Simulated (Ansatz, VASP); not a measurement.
# One calculation of Si, two programs

```
Si
1.0
    -3.37533    3.37533    1.86471
     3.37533   -3.37533    1.86471
     3.37533    3.37533   -1.86471
Si
4
Direct
  0.17880 0.17880 0.35760
  0.82120 0.82120 0.64240
  0.17880 0.82120 0.00000
  0.82120 0.17880 0.00000
```

Change from the starting cell: strain +0.015 along x and y, -0.030 along z, atoms carried along.

Alike in both runs: task single point; functional PBEsol; k mesh 10 × 10 × 10; occupations gaussian, width 0.03 eV; no spin polarisation.

|  | VASP | Ansatz |
| --- | --- | --- |
| version | VASP 6.6.1 | Ansatz 0.2.0 |
| potentials or method | VASP PAW PBE potentials, release 64 (Si), cutoff 520 eV | scalar-relativistic, plane waves, PAW |
| valence electrons in the cell | 16 | 16 |

VASP gave:

```
gap on the k mesh at the Fermi level (eV)                     : 0.30
least direct gap on the mesh (eV)                             : 0.84
pressure (GPa)                                                : 0.1
traceless stress, the component that is largest in VASP (GPa) : 5.35
rms of the force components (eV/Å)                            : 0.292
```

Estimate Ansatz's values.

gap on the k mesh at the Fermi level (eV): 0.30; least direct gap on the mesh (eV): 0.85; pressure (GPa): 0.0; traceless stress, the component that is largest in VASP (GPa): 5.32; rms of the force components (eV/Å): 0.292.

VASP's potentials were made for PBE, not for PBEsol. Atom by atom the forces differ by 0.001 eV/Å (rms over components). The functional is the same, so the differences come from potentials, cutoffs and numerics.
